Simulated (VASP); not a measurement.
A run of VASP 6.6.1:

Contents of INCAR:

```
PREC = Accurate
ENCUT = 520
EDIFF = 1E-6
ISMEAR = 0
SIGMA = 0.15
LREAL = False
LASPH = True
NELM = 60
ALGO = Fast
ISIF = 2
LWAVE = False
LCHARG = False
GGA = PS
NBANDS = 38
```

KPOINTS

```
Automatic mesh
0
Gamma
  18 18 6
```

The input POSCAR:

```
Rh
1.0
    2.7023000000      0.0000000000      0.0000000000
   -1.3511500000      2.3402604486      0.0000000000
    0.0000000000      0.0000000000      9.1930000000
Rh
4
Direct
    0.0000000000      0.0000000000      0.0000000000
    0.3333333333      0.6666666667      0.2500000000
    0.0000000000      0.0000000000      0.5000000000
    0.6666666667      0.3333333333      0.7500000000
```

Potentials or basis: VASP PAW PBE potentials, release 64 (Rh_pv).

Command:

```sh
$ cat potpaw_PBE.64/Rh_pv/POTCAR > POTCAR
$ mpirun -np 1 vasp_std > vasp.out
```

Hardware: 1 thread of Intel Xeon 6975P-C, on a shared host.

How long does it take, and how much memory?

It took 4.1 min on 1 thread of Intel Xeon 6975P-C, on a shared host, peak memory 0.33 GiB. Counts: scf iterations 14, k points 148.
